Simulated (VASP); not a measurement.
## Te: single point with PBEsol

The system is Te.

```
Te
1.0
     0.00000    3.52690    3.52690
     3.52690    0.00000    3.52690
     3.52690    3.52690    0.00000
Te
2
Direct
  0.00000 0.00000 0.00000
  0.25000 0.25000 0.25000
```

```yaml
Program: VASP 6.6.1
Task: single point
Functional: PBEsol
Potentials_or_basis: VASP PAW PBE potentials, release 64 (Te)
Cutoff: 520 eV
k_mesh: 6 × 6 × 6
Occupations: fermi-dirac, width 0.02 eV
Spin: no spin polarisation
```

```json
{
  "Pressure": "0.1 GPa",
  "Band gap on the k mesh": "zero (band 6 reaches 3.87 eV, above the bottom of band 7 at 2.89 eV)"
}
```

Levels at points of the mesh, in eV from the Fermi level:
```tsv
k point	band 3	band 4	band 5	band 6	band 7	band 8	band 9	band 10
(0.00, 0.00, 0.00)	-3.13	-3.13	-3.13	-0.74	-0.74	-0.74	3.48	5.89
(0.50, 0.00, 0.00)	-3.75	-3.75	-3.59	0.23	0.23	1.71	5.32	5.51
(0.50, 0.50, 0.00)	-4.42	-4.42	-1.70	-1.70	2.07	2.07	5.05	5.05
```

Wall time 19 s on 1 thread of Intel Xeon 6975P-C, on a shared host, peak memory 0.23 GiB.

Caveat: the PAW data sets were made with another functional, which shifts forces and pressure a little; spin-orbit coupling is left out, which moves the levels of the heavy elements.
